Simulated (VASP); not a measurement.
# Be (I4/mmm) in VASP: notebook

Runs on Be. Level: PBEsol. Tasks: single point.

Program: VASP 6.6.1. These are calculated values, not measurements. Logs are shortened: lines on timing, memory, paths and dates and some standing lists are left out, and cuts for length are marked.

## 1. The cell of the first run

It takes space group I4/mmm (No. 139, tetragonal). The conventional cell has a = 2.431 Å, b = 2.431 Å, c = 2.544 Å, α = 90.00°, β = 90.00°, γ = 90.00°. Within 2.8 Å of Be (site symmetry 4/mmm) lie 14 Be at 2.14 to 2.54 Å.

## 2. Single point, PBEsol (strain -0.030 along x and y, +0.015 along z)

Input file INCAR:

```
PREC = Accurate
ENCUT = 520
EDIFF = 1E-6
ISMEAR = 0
SIGMA = 0.15
LREAL = F
LASPH = T
NELM = 60
ALGO = Normal
ISIF = 2
LWAVE = F
LCHARG = F
GGA = PS
NBANDS = 7
```

Input file KPOINTS:

```
Automatic mesh
0
Gamma
  26 26 26
```

Input file POSCAR:

```
Be
1.0
   -1.2155273228      1.2155273228      1.2719177656
    1.2155273228     -1.2155273228      1.2719177656
    1.2155273228      1.2155273228     -1.2719177656
Be
1
Direct
    0.0000000000      0.0000000000      0.0000000000
```

Potentials or basis: VASP PAW PBE potentials, release 64 (Be).

Command:

```sh
> cat potpaw_PBE.64/Be/POTCAR > POTCAR
> mpirun -np 1 vasp_std > vasp.out
```

OUTCAR:

```text
PREC = Accurate
   ENCUT = 520
   EDIFF = 1E-6
   ISMEAR = 0
   LREAL = F
   LASPH = T
   NELM = 60
   ISIF = 2
   GGA = PS

 ion  position               nearest neighbor table
   1  0.000  0.000  0.000-

  LATTYP: Found a body centered tetragonal cell.
 ALAT       =     2.4310546456
 C/A-ratio  =     1.0463917526

  Lattice vectors:

 A1 = (  -1.2155273228,   1.2155273228,   1.2719177656)
 A2 = (   1.2155273228,  -1.2155273228,   1.2719177656)
 A3 = (   1.2155273228,   1.2155273228,  -1.2719177656)

Analysis of symmetry for initial positions (statically):
=====================================================================
 Subroutine PRICEL returns:
 Original cell was already a primitive cell.

 Routine SETGRP: Setting up the symmetry group for a
 body centered tetragonal supercell.

 Subroutine GETGRP returns: Found 16 space group operations
 (whereof 16 operations were pure point group operations)
 out of a pool of 16 trial point group operations.

The static configuration has the point symmetry D_4h.

Analysis of symmetry for dynamics (positions and initial velocities):
=====================================================================
 Subroutine PRICEL returns:
 Original cell was already a primitive cell.

 Routine SETGRP: Setting up the symmetry group for a
 body centered tetragonal supercell.

 Subroutine GETGRP returns: Found 16 space group operations
 (whereof 16 operations were pure point group operations)
 out of a pool of 16 trial point group operations.

The dynamic configuration has the point symmetry D_4h.

 Subroutine INISYM returns: Found 16 space group operations
 (whereof 16 operations are pure point group operations),
 and found     1 'primitive' translations

----------------------------------------------------------------------------------------

                                     Primitive cell

  volume of cell :       7.5171

  direct lattice vectors                    reciprocal lattice vectors
    -1.215527323  1.215527323  1.271917766     0.000000000  0.411344106  0.393107175
     1.215527323 -1.215527323  1.271917766     0.411344106  0.000000000  0.393107175
     1.215527323  1.215527323 -1.271917766     0.411344106  0.411344106  0.000000000

  length of vectors
     2.138407853  2.138407853  2.138407853     0.568979108  0.568979108  0.581728414

  position of ions in fractional coordinates (direct lattice)
     0.000000000  0.000000000  0.000000000

  ion indices of the primitive-cell ions
   primitive index   ion index
                 1           1

----------------------------------------------------------------------------------------

 KPOINTS: Automatic mesh

Automatic generation of k-mesh.
 Grid dimensions read from file:
 generate k-points for:   26   26   26

 Generating k-lattice:

  Cartesian coordinates                     Fractional coordinates (reciprocal lattice)
     0.000000000  0.015820927  0.015119507     0.038461538  0.000000000  0.000000000
     0.015820927  0.000000000  0.015119507     0.000000000  0.038461538  0.000000000
     0.015820927  0.015820927  0.000000000     0.000000000  0.000000000  0.038461538

  Length of vectors
     0.021883812  0.021883812  0.022374170

  Shift w.r.t. Gamma in fractional coordinates (k-lattice)
     0.000000000  0.000000000  0.000000000

 Subroutine IBZKPT returns following result:
 ===========================================

 Found   1330 irreducible k-points:

 Following reciprocal coordinates:
            Coordinates               Weight
  0.000000  0.000000  0.000000      1.000000
  0.038462  0.000000 -0.000000      8.000000
  0.076923  0.000000 -0.000000      8.000000
  0.115385  0.000000 -0.000000      8.000000
  0.153846  0.000000  0.000000      8.000000
  0.192308  0.000000 -0.000000      8.000000
[... 16 lines left out ...]
  0.346154  0.038462 -0.000000     16.000000
  0.384615  0.038462 -0.000000     16.000000
 [... further k-points ...]
   k-points           NKPTS =   1330   k-points in BZ     NKDIM =   1330   number of bands    NBANDS=      7
   number of dos      NEDOS =    301   number of ions     NIONS =      1
   total plane-waves  NPLWV =   4096
   dimension x,y,z NGX =    16 NGY =   16 NGZ =   16
   dimension x,y,z NGXF=    32 NGYF=   32 NGZF=   32
   ions per type =               1
   NGX,Y,Z   is equivalent  to a cutoff of  12.44, 12.44, 12.44 a.u.
   NGXF,Y,Z  is equivalent  to a cutoff of  24.88, 24.88, 24.88 a.u.
 SYSTEM =  unknown system
   PREC   = accura    normal or accurate (medium, high low for compatibility)
   ISTART =      0    job   : 0-new  1-cont  2-samecut
   ICHARG =      2    charge: 1-file 2-atom 10-const
   ISPIN  =      1    spin polarized calculation?
   LNONCOLLINEAR =      F non collinear calculations
   LSORBIT =      F    spin-orbit coupling
   LASPH  =      T    aspherical Exc in radial PAW
   ENCUT  =  520.0 eV  38.22 Ry    6.18 a.u.   3.98  3.98  3.98*2*pi/ulx,y,z
   NELM   =     60;   NELMIN=  2; NELMDL= -5     # of ELM steps
   EDIFF  = 0.1E-05   stopping-criterion for ELM
   LREAL  =      F    real-space projection
   EDIFFG = 0.1E-04   stopping-criterion for IOM
   NSW    =      0    number of steps for IOM
   IBRION =     -1    ionic relax: 0-MD 1-quasi-New 2-CG
   NFREE  =      0    steps in history (QN), initial steepest desc. (CG)
   ISIF   =      2    stress and relaxation
   ISYM   =      2    0-nonsym 1-usesym 2-fastsym
   POTIM  = 0.5000    time-step for ionic-motion
   TEBEG  =    0.0;   TEEND  =   0.0 temperature during run
   PSTRESS=    0.0 pullay stress
   NELECT =       2.0000    total number of electrons
   NUPDOWN=      -1.0000    fix difference up-down
   EMIN   =  10.00;   EMAX   =-10.00  energy-range for DOS
   EFERMI =   0.00;   METHOD = LEGACY
   ISMEAR =     0;   SIGMA  =   0.15  broadening in eV -4-tet -1-fermi 0-gaus
   EFERMI_NEDOS =   21; number of points for ismear=-14 and -15
   IALGO  =     38    algorithm
   IMIX   =      4    mixing-type and parameters
     AMIX     =   0.40;   BMIX     =  1.00
     AMIX_MAG =   1.60;   BMIX_MAG =  1.00
  volume/ion in A,a.u.               =       7.52        50.73
  Fermi-wavevector in a.u.,A,eV,Ry     =   1.052936  1.989761 15.084431  1.108674
  Thomas-Fermi vector in A             =   2.188038
   LORBIT       =      0    0 simple, 1 ext, 2 COOP (PROOUT), +10 PAW based schemes
   GGA     = PS    functional components
   LHFCALC =     F    Hartree Fock is set to
   AEXX    =    0.0000 exact exchange contribution
   IVDW    =     0    specifies the selected vdW correction
   LEPSILON=     F    determine dielectric tensor
   LRPA    =     F    only Hartree local field effects (RPA)
 non-spin polarized calculation
 Gauss-broadening in eV      SIGMA  =   0.15
  energy-cutoff  :      520.00
  volume of cell :        7.52
 maximum number of plane-waves:       220
   NGX =  7   NGY =  7   NGZ =  7

 number of electron       2.0000000 magnetization

 Free energy of the ion-electron system (eV)
  ---------------------------------------------------
  ext. energy  EPLUGINS =         0.00000000
  ---------------------------------------------------
  free energy    TOTEN  =        -3.89495767 eV

  energy without entropy =       -3.89342075  energy(sigma->0) =       -3.89418921

 E-fermi :   8.2834     XC(G=0): -10.7800

 val. band max:        8.2788073327   @ k =  -0.4231   0.5000   0.3077
 cond. band min:       8.2946127115   @ k =   0.3077   0.3077  -0.0000
 fundamental gap:      0.0158053788
 Fermi energy:         8.2834408880

 k-point     1 :       0.0000    0.0000    0.0000
  band No.  band energies     occupation
      1      -4.1861      2.00000
      2      28.1827      0.00000
      3      28.4870      0.00000
      4      28.4870      0.00000
      5      39.3111      0.00000
      6      39.3111      0.00000
      7      41.3593      0.00000

 k-point     2 :       0.0385    0.0000   -0.0000
  band No.  band energies     occupation
      1      -4.1343      2.00000
      2      27.9707      0.00000
      3      28.2723      0.00000
      4      28.3441      0.00000
      5      38.7490      0.00000
      6      39.1472      0.00000
      7      40.7640      0.00000

 k-point     3 :       0.0769    0.0000   -0.0000
  band No.  band energies     occupation
      1      -3.9786      2.00000
      2      27.1133      0.00000
      3      27.6984      0.00000
      4      28.1378      0.00000
      5      37.3559      0.00000
      6      38.1968      0.00000
      7      40.8498      0.00000

 k-point     4 :       0.1154    0.0000   -0.0000
  band No.  band energies     occupation
      1      -3.7190      2.00000
      2      25.6585      0.00000
      3      26.9102      0.00000
      4      27.8773      0.00000
      5      36.1924      0.00000
      6      36.8977      0.00000
      7      40.3906      0.00000

 k-point     5 :       0.1538    0.0000    0.0000
  band No.  band energies     occupation
      1      -3.3556      2.00000
      2      23.7934      0.00000
      3      26.0354      0.00000
      4      27.5412      0.00000
      5      35.4534      0.00000
      6      35.6154      0.00000
      7      39.9872      0.00000
[... 161 lines left out ...]
 k-point    22 :       0.3077    0.0385   -0.0000
  band No.  band energies     occupation
      1      -0.4519      2.00000
      2      14.4601      0.00000
      3      22.3819      0.00000
      4      25.2874      0.00000
      5      31.9439      0.00000
      6      35.1754      0.00000
      7      41.8077      0.00000

 k-point    23 :       0.3462    0.0385   -0.0000
  band No.  band energies     occupation
      1       0.4232      2.00000
      2      12.6123      0.00000
      3      21.9160      0.00000
      4      24.9129      0.00000
      5      31.4056      0.00000
      6      35.4099      0.00000
      7      42.6253      0.00000

 k-point    24 :       0.3846    0.0385   -0.0000
  band No.  band energies     occupation
      1       1.3292      2.00000
      2      10.9653      0.00000
      3      21.5669      0.00000
      4      24.6180      0.00000
      5      30.9947      0.00000
      6      35.6396      0.00000
      7      43.4863      0.00000

 [... further k-points ...]

------------------------ aborting loop because EDIFF is reached ----------------------------------------

  FORCE on cell =-STRESS in cart. coord.  units (eV):
  Direction    XX          YY          ZZ          XY          YZ          ZX
  --------------------------------------------------------------------------------------
  -------------------------------------------------------------------------------------
  Total        0.2551720      0.2551720      0.1161952      0.0000000     -0.0000000      0.0000000
  in kB       54.3869923     54.3869923     24.7656921      0.0000000     -0.0000000      0.0000000
  external PRESSURE =      44.5132255 kB  Pullay stress =       0.0000000 kB

 VOLUME and BASIS-vectors are now :
 -----------------------------------------------------------------------------
  energy-cutoff  :      520.00
  volume of cell :        7.52
      direct lattice vectors                 reciprocal lattice vectors
    -1.215527323  1.215527323  1.271917766     0.000000000  0.411344106  0.393107175
     1.215527323 -1.215527323  1.271917766     0.411344106  0.000000000  0.393107175
     1.215527323  1.215527323 -1.271917766     0.411344106  0.411344106  0.000000000

 POSITION                                       TOTAL-FORCE (eV/Angst)
 -----------------------------------------------------------------------------------
      0.00000      0.00000      0.00000         0.000000     -0.000000     -0.000000
 -----------------------------------------------------------------------------------
    total drift:                                0.000000      0.000000     -0.000000

  FREE ENERGIE OF THE ION-ELECTRON SYSTEM (eV)
  ---------------------------------------------------
  free  energy   TOTEN  =        -3.8949576658 eV

  energy  without entropy=       -3.8934207458  energy(sigma->0) =       -3.89418921
```

It took 9.5 s on 1 thread of Intel Xeon 6975P-C (Granite Rapids), shared host; peak memory 0.16 GiB.

Results:

| Item | Value |
| --- | --- |
| Free energy | -3.8950 eV |
| Pressure | 4.5 GPa |
| Band gap on the k mesh | zero (bands 1 and 2 overlap by 4.32 eV) |

Stress tensor (GPa, compression positive):
```
5.44 0.00 0.00
0.00 5.44 0.00
0.00 0.00 2.48
```

Caveat: the cell differs from its parent crystal (strain -0.030 along x and y, +0.015 along z); the cell stands under pressure; the PAW data sets were made with another functional, which shifts forces and pressure a little.

(Part 1 of 2 ends here.)

The gap in the log of VASP goes by the Fermi energy; the results here count the filled bands.